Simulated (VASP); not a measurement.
# Y (P6/mmm) in VASP: further runs

Y is run at these levels: revPBE; tasks: single point.

Everything below comes from runs of VASP 6.6.1. Logs are shortened: lines on timing, memory, paths and dates and some standing lists are left out, and cuts for length are marked.

## 1. The cell of the first run

The structure is hexagonal, space group P6/mmm (No. 191). The conventional cell has a = 5.707 Å, b = 5.707 Å, c = 3.564 Å, α = 90.00°, β = 90.00°, γ = 120.00°. Within 4.7 Å of Y (site symmetry 6/mmm) lie 14 Y at 3.56 to 3.75 Å. Within 4.3 Å of Y (site symmetry -6m2) lie 11 Y at 3.29 to 3.75 Å.

This isn't the form of Y at room conditions, which is hcp.

## 2. Single point, revPBE

Contents of INCAR:

```
SYSTEM = Y
PREC = Accurate
ENCUT = 520
EDIFF = 1E-6
ISMEAR = -1
SIGMA = 0.1
LREAL = .False.
LASPH = .True.
NELM = 60
ALGO = Normal
ISIF = 2
LWAVE = .False.
LCHARG = .False.
GGA = RE
NBANDS = 24
```

Contents of KPOINTS:

```
Automatic mesh
0
Gamma
  7 7 9
  0 0 0
```

Contents of POSCAR:

```
Y
1.0
    5.7067662671      0.0000000000      0.0000000000
   -2.8533831335      4.9422045608      0.0000000000
    0.0000000000      0.0000000000      3.5638922961
Y
3
Direct
    1.0000000000      0.0000000000      1.0000000000
    0.3333333333      0.6666666667      0.5000000000
    0.6666666667      0.3333333333      0.5000000000
```

Potentials or basis: VASP PAW PBE potentials, release 64 (Y_sv).

On the command line:

```bash
cat potpaw_PBE.64/Y_sv/POTCAR > POTCAR
mpirun -np 1 vasp_std > vasp.out
```

OUTCAR:

```text
SYSTEM = Y
   PREC = Accurate
   ENCUT = 520
   EDIFF = 1E-6
   ISMEAR = -1
   LREAL = .False.
   LASPH = .True.
   NELM = 60
   ISIF = 2
   GGA = RE

 ion  position               nearest neighbor table
   1  0.000  0.000  0.000-   2 3.75   3 3.75   2 3.75   3 3.75   3 3.75   3 3.75   2 3.75   2 3.75
                             3 3.75   3 3.75   2 3.75   2 3.75
   2  0.333  0.667  0.500-   3 3.29   3 3.29   3 3.29   1 3.75   1 3.75   1 3.75   1 3.75   1 3.75
                             1 3.75
   3  0.667  0.333  0.500-   2 3.29   2 3.29   2 3.29   1 3.75   1 3.75   1 3.75   1 3.75   1 3.75
                             1 3.75

  LATTYP: Found a hexagonal cell.
 ALAT       =     5.7067662671
 C/A-ratio  =     0.6245029373

  Lattice vectors:

 A1 = (   5.7067662671,   0.0000000000,   0.0000000000)
 A2 = (  -2.8533831335,   4.9422045608,   0.0000000000)
 A3 = (   0.0000000000,   0.0000000000,   3.5638922961)

Analysis of symmetry for initial positions (statically):
=====================================================================
 Subroutine PRICEL returns:
 Original cell was already a primitive cell.

 Routine SETGRP: Setting up the symmetry group for a
 hexagonal supercell.

 Subroutine GETGRP returns: Found 24 space group operations
 (whereof 24 operations were pure point group operations)
 out of a pool of 24 trial point group operations.

The static configuration has the point symmetry D_6h.

Analysis of symmetry for dynamics (positions and initial velocities):
=====================================================================
 Subroutine PRICEL returns:
 Original cell was already a primitive cell.

 Routine SETGRP: Setting up the symmetry group for a
 hexagonal supercell.

 Subroutine GETGRP returns: Found 24 space group operations
 (whereof 24 operations were pure point group operations)
 out of a pool of 24 trial point group operations.

The dynamic configuration has the point symmetry D_6h.

 Subroutine INISYM returns: Found 24 space group operations
 (whereof 24 operations are pure point group operations),
 and found     1 'primitive' translations

----------------------------------------------------------------------------------------

                                     Primitive cell

  volume of cell :     100.5160

  direct lattice vectors                    reciprocal lattice vectors
     5.706766267  0.000000000  0.000000000     0.175230586  0.101169426  0.000000000
    -2.853383133  4.942204561  0.000000000     0.000000000  0.202338853  0.000000000
     0.000000000  0.000000000  3.563892296     0.000000000  0.000000000  0.280592093

  length of vectors
     5.706766267  5.706766267  3.563892296     0.202338853  0.202338853  0.280592093

  position of ions in fractional coordinates (direct lattice)
     0.000000000  0.000000000  0.000000000
     0.333333333  0.666666667  0.500000000
     0.666666667  0.333333333  0.500000000

  ion indices of the primitive-cell ions
   primitive index   ion index
                 1           1
                 2           2
                 3           3

----------------------------------------------------------------------------------------

 KPOINTS: Automatic mesh

Automatic generation of k-mesh.
 Grid dimensions read from file:
 generate k-points for:    7    7    9

 Generating k-lattice:

  Cartesian coordinates                     Fractional coordinates (reciprocal lattice)
     0.025032941  0.014452775  0.000000000     0.142857143 -0.000000000  0.000000000
     0.000000000  0.028905550  0.000000000     0.000000000  0.142857143  0.000000000
     0.000000000  0.000000000  0.031176899     0.000000000  0.000000000  0.111111111

  Length of vectors
     0.028905550  0.028905550  0.031176899

  Shift w.r.t. Gamma in fractional coordinates (k-lattice)
     0.000000000  0.000000000  0.000000000

 Subroutine IBZKPT returns following result:
 ===========================================

 Found     40 irreducible k-points:

 Following reciprocal coordinates:
            Coordinates               Weight
  0.000000  0.000000  0.000000      1.000000
  0.142857  0.000000  0.000000      6.000000
  0.285714 -0.000000  0.000000      6.000000
  0.428571  0.000000  0.000000      6.000000
  0.142857  0.142857  0.000000      6.000000
  0.285714  0.142857  0.000000     12.000000
[... 16 lines left out ...]
  0.428571  0.142857  0.222222     12.000000
  0.285714  0.285714  0.222222     12.000000
 [... further k-points ...]
   k-points           NKPTS =     40   k-points in BZ     NKDIM =     40   number of bands    NBANDS=     24
   number of dos      NEDOS =    301   number of ions     NIONS =      3
   total plane-waves  NPLWV =  49392
   dimension x,y,z NGX =    42 NGY =   42 NGZ =   28
   dimension x,y,z NGXF=    84 NGYF=   84 NGZF=   56
   ions per type =               3
   NGX,Y,Z   is equivalent  to a cutoff of  12.24, 12.24, 13.06 a.u.
   NGXF,Y,Z  is equivalent  to a cutoff of  24.47, 24.47, 26.12 a.u.
 SYSTEM =  Y
   PREC   = accura    normal or accurate (medium, high low for compatibility)
   ISTART =      0    job   : 0-new  1-cont  2-samecut
   ICHARG =      2    charge: 1-file 2-atom 10-const
   ISPIN  =      1    spin polarized calculation?
   LNONCOLLINEAR =      F non collinear calculations
   LSORBIT =      F    spin-orbit coupling
   LASPH  =      T    aspherical Exc in radial PAW
   ENCUT  =  520.0 eV  38.22 Ry    6.18 a.u.  10.61 10.61  6.63*2*pi/ulx,y,z
   NELM   =     60;   NELMIN=  2; NELMDL= -5     # of ELM steps
   EDIFF  = 0.1E-05   stopping-criterion for ELM
   LREAL  =      F    real-space projection
   EDIFFG = 0.1E-04   stopping-criterion for IOM
   NSW    =      0    number of steps for IOM
   IBRION =     -1    ionic relax: 0-MD 1-quasi-New 2-CG
   NFREE  =      0    steps in history (QN), initial steepest desc. (CG)
   ISIF   =      2    stress and relaxation
   ISYM   =      2    0-nonsym 1-usesym 2-fastsym
   POTIM  = 0.5000    time-step for ionic-motion
   TEBEG  =    0.0;   TEEND  =   0.0 temperature during run
   PSTRESS=    0.0 pullay stress
   NELECT =      33.0000    total number of electrons
   NUPDOWN=      -1.0000    fix difference up-down
   EMIN   =  10.00;   EMAX   =-10.00  energy-range for DOS
   EFERMI =   0.00;   METHOD = LEGACY
   ISMEAR =    -1;   SIGMA  =   0.10  broadening in eV -4-tet -1-fermi 0-gaus
   EFERMI_NEDOS =   21; number of points for ismear=-14 and -15
   IALGO  =     38    algorithm
   IMIX   =      4    mixing-type and parameters
     AMIX     =   0.40;   BMIX     =  1.00
     AMIX_MAG =   1.60;   BMIX_MAG =  1.00
  volume/ion in A,a.u.               =      33.51       226.11
  Fermi-wavevector in a.u.,A,eV,Ry     =   1.129365  2.134191 17.353761  1.275465
  Thomas-Fermi vector in A             =   2.266058
   LORBIT       =      0    0 simple, 1 ext, 2 COOP (PROOUT), +10 PAW based schemes
   GGA     = RE    functional components
   LHFCALC =     F    Hartree Fock is set to
   AEXX    =    0.0000 exact exchange contribution
   IVDW    =     0    specifies the selected vdW correction
   LEPSILON=     F    determine dielectric tensor
   LRPA    =     F    only Hartree local field effects (RPA)
 non-spin polarized calculation
  energy-cutoff  :      520.00
  volume of cell :      100.52
 maximum number of plane-waves:      2749
   NGX = 21   NGY = 21   NGZ = 13

 number of electron      32.9999997 magnetization

 Free energy of the ion-electron system (eV)
  ---------------------------------------------------
  ext. energy  EPLUGINS =         0.00000000
  ---------------------------------------------------
  free energy    TOTEN  =       -18.41361445 eV

  energy without entropy =      -18.22121367  energy(sigma->0) =      -18.31741406

 E-fermi :   2.9327     XC(G=0):  -9.2792

 val. band max:        2.9284452728   @ k =   0.2857   0.1429   0.3333
 cond. band min:       2.9377036393   @ k =   0.2857  -0.0000   0.2222
 fundamental gap:      0.0092583664
 Fermi energy:         2.9326771197

 k-point     1 :       0.0000    0.0000    0.0000
  band No.  band energies     occupation
      1     -39.8506      2.00000
      2     -39.7553      2.00000
      3     -39.7552      2.00000
      4     -20.0137      2.00000
      5     -20.0137      2.00000
      6     -19.8246      2.00000
[... 16 lines left out ...]
     23       5.7181      0.00000
     24       5.7772      0.00000

 k-point     2 :       0.1429    0.0000    0.0000
  band No.  band energies     occupation
      1     -39.8459      2.00000
      2     -39.7592      2.00000
      3     -39.7562      2.00000
      4     -20.0401      2.00000
      5     -20.0179      2.00000
      6     -19.7922      2.00000
[... 16 lines left out ...]
     23       5.4107      0.00000
     24       5.4525      0.00000

 k-point     3 :       0.2857   -0.0000    0.0000
  band No.  band energies     occupation
      1     -39.8332      2.00000
      2     -39.7701      2.00000
      3     -39.7581      2.00000
      4     -20.0833      2.00000
      5     -19.9979      2.00000
      6     -19.7325      2.00000
[... 16 lines left out ...]
     23       5.3474      0.00000
     24       5.9217      0.00000

 k-point     4 :       0.4286    0.0000    0.0000
  band No.  band energies     occupation
      1     -39.8177      2.00000
      2     -39.7843      2.00000
      3     -39.7596      2.00000
      4     -20.1104      2.00000
      5     -19.9371      2.00000
      6     -19.7756      2.00000
[... 16 lines left out ...]
     23       5.5836      0.00000
     24       6.1130      0.00000

 k-point     5 :       0.1429    0.1429    0.0000
  band No.  band energies     occupation
      1     -39.8372      2.00000
      2     -39.7664      2.00000
      3     -39.7579      2.00000
      4     -20.0637      2.00000
      5     -20.0180      2.00000
      6     -19.7411      2.00000
[... 16 lines left out ...]
     23       5.2177      0.00000
     24       5.7707      0.00000

 k-point     6 :       0.2857    0.1429    0.0000
  band No.  band energies     occupation
      1     -39.8224      2.00000
      2     -39.7791      2.00000
      3     -39.7601      2.00000
      4     -20.0870      2.00000
      5     -19.9818      2.00000
      6     -19.7457      2.00000
[... 16 lines left out ...]
     23       5.3168      0.00000
     24       6.3169      0.00000
[... 379 lines left out ...]
 k-point    21 :       0.1429    0.1429    0.2222
  band No.  band energies     occupation
      1     -39.8257      2.00000
      2     -39.7573      2.00000
      3     -39.7505      2.00000
      4     -20.0396      2.00000
      5     -19.9846      2.00000
      6     -19.8277      2.00000
[... 16 lines left out ...]
     23       5.4507      0.00000
     24       5.6754      0.00000

 k-point    22 :       0.2857    0.1429    0.2222
  band No.  band energies     occupation
      1     -39.8121      2.00000
      2     -39.7698      2.00000
      3     -39.7519      2.00000
      4     -20.0626      2.00000
      5     -19.9530      2.00000
      6     -19.8260      2.00000
[... 16 lines left out ...]
     23       5.4882      0.00000
     24       5.9740      0.00000

 k-point    23 :       0.4286    0.1429    0.2222
  band No.  band energies     occupation
      1     -39.8018      2.00000
      2     -39.7795      2.00000
      3     -39.7525      2.00000
      4     -20.0716      2.00000
      5     -19.9189      2.00000
      6     -19.8488      2.00000
[... 16 lines left out ...]
     23       5.3963      0.00000
     24       6.2902      0.00000

 k-point    24 :       0.2857    0.2857    0.2222
  band No.  band energies     occupation
      1     -39.7985      2.00000
      2     -39.7820      2.00000
      3     -39.7533      2.00000
      4     -20.0686      2.00000
      5     -19.9097      2.00000
      6     -19.8499      2.00000
[... 16 lines left out ...]
     23       5.1158      0.00000
     24       6.3241      0.00000

 [... further k-points ...]

------------------------ aborting loop because EDIFF is reached ----------------------------------------

  FORCE on cell =-STRESS in cart. coord.  units (eV):
  Direction    XX          YY          ZZ          XY          YZ          ZX
  --------------------------------------------------------------------------------------
  -------------------------------------------------------------------------------------
  Total       -0.0536921     -0.0536921     -0.0572649     -0.0000000      0.0000000      0.0000000
  in kB       -0.8558258     -0.8558258     -0.9127752     -0.0000000      0.0000000      0.0000000
  external PRESSURE =      -0.8748089 kB  Pullay stress =       0.0000000 kB

 VOLUME and BASIS-vectors are now :
 -----------------------------------------------------------------------------
  energy-cutoff  :      520.00
  volume of cell :      100.52
      direct lattice vectors                 reciprocal lattice vectors
     5.706766267  0.000000000  0.000000000     0.175230586  0.101169426  0.000000000
    -2.853383133  4.942204561  0.000000000     0.000000000  0.202338853  0.000000000
     0.000000000  0.000000000  3.563892296     0.000000000  0.000000000  0.280592093

 POSITION                                       TOTAL-FORCE (eV/Angst)
 -----------------------------------------------------------------------------------
      0.00000      0.00000      0.00000        -0.000000      0.000000     -0.000000
     -0.00000      3.29480      1.78195         0.000000     -0.000000     -0.000000
      2.85338      1.64740      1.78195         0.000000      0.000000      0.000000
 -----------------------------------------------------------------------------------
    total drift:                               -0.000000      0.000000     -0.000000

  FREE ENERGIE OF THE ION-ELECTRON SYSTEM (eV)
  ---------------------------------------------------
  free  energy   TOTEN  =       -18.4136144500 eV

  energy  without entropy=      -18.2212136745  energy(sigma->0) =      -18.31741406
```

It took 2 min on 1 thread of Oxide Virtual Turin-like, shared host; peak memory 0.23 GiB.

What came out:

```yaml
Free_energy: -18.4136 eV
Pressure: -0.1 GPa
Band_gap_on_the_k_mesh: zero (an odd number of electrons rules out a gap without spin polarisation)
```

Caveat: the PAW data sets were made with another functional, which shifts forces and pressure a little.

(Continued in part 2 of 2.)
